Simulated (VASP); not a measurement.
Here is a VASP 6.6.1 calculation.

INCAR

```
  PREC = Accurate
  ENCUT = 520
  EDIFF = 1E-7
  ISMEAR = 0
  SIGMA = 0.01
  LREAL = False
  LASPH = True
  NELM = 80
  ALGO = Normal
  ISIF = 2
  LWAVE = False
  LCHARG = True
  GGA = PE
  LELF = True
  LVHAR = True
  NBANDS = 16
```

The input KPOINTS:

```
regular mesh
0
Gamma
  10 10 10
```

The input POSCAR:

```
Si
1.0
   -3.4155108405      3.4155108405      1.9636220972
    3.4155108405     -3.4155108405      1.9636220972
    3.4155108405      3.4155108405     -1.9636220972
Si
4
Direct
    0.1781691593      0.1781691593      0.3563383186
    0.8218308407      0.8218308407      0.6436616814
    0.1781691593      0.8218308407      0.0000000000
    0.8218308407      0.1781691593      0.0000000000
```

Potentials or basis: VASP PAW PBE potentials, release 64 (Si).

The run is started by

```sh
$ cat potpaw_PBE.64/Si/POTCAR > POTCAR
$ mpirun -np 1 vasp_std > vasp.out
```

(1) What does it give for the band gap on the k mesh?

(2) Estimate the pressure.

Results:

(1) 0.44 eV, indirect (least direct gap 0.56 eV).

(2) -4.2 GPa.
